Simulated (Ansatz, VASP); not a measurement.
## Two plane-wave programs on NbAl7N8

```
CELL_PARAMETERS angstrom
6.22000 0.00000 0.00000
-3.11000 5.38668 0.00000
0.00000 0.00000 4.98000
ATOMIC_POSITIONS crystal
Nb 0.33384 0.16663 0.96512
Al 0.33424 0.66683 0.00498
Al 0.83371 0.16632 0.00500
Al 0.83369 0.66682 0.00501
Al 0.16370 0.33685 0.49706
Al 0.16369 0.82626 0.49708
Al 0.67424 0.33684 0.49709
Al 0.66724 0.83334 0.50156
N 0.33388 0.16665 0.43211
N 0.33652 0.66797 0.38024
N 0.83258 0.16406 0.38025
N 0.83257 0.66795 0.38026
N 0.15193 0.34861 0.87408
N 0.15192 0.80274 0.87410
N 0.69773 0.34859 0.87413
N 0.66723 0.83334 0.88247
```

Alike in both runs: task single point; functional PBEsol; k mesh 3 × 3 × 4; occupations gaussian, width 0.05 eV; collinear spin.

|  | VASP | Ansatz |
| --- | --- | --- |
| version | VASP 6.6.1 | Ansatz 0.2.0 |
| potentials or method | VASP PAW PBE potentials, release 64 (Nb_sv, Al, N), cutoff 520 eV | scalar-relativistic, plane waves, PAW |
| valence electrons in the cell | 74 | 74 |

|  | VASP | Ansatz | Ansatz less VASP |
| --- | --- | --- | --- |
| gap on the k mesh at the Fermi level (eV) | none | none | - |
| pressure (GPa) | 10.0 | 10.0 | +0.04 |
| traceless stress, the component that is largest in VASP (GPa) | -4.09 | -4.12 | -0.031 |
| rms of the force components (eV/Å) | 0.112 | 0.106 | -0.0067 |
| net moment per atom (μB) | 0.12 | 0.12 | 0.000 |
| size of the moment on the site where the two differ most (μB) | 1.12 | 0.65 | -0.470 |

VASP's potentials were made for PBE, not for PBEsol. Site moments also hang on the region over which each program counts them. Atom by atom the forces differ by 0.007 eV/Å (rms over components). A gap of «none» marks a metal or a gap that the smearing closes.

The k mesh is coarse, so the values compare programs but aren't converged.
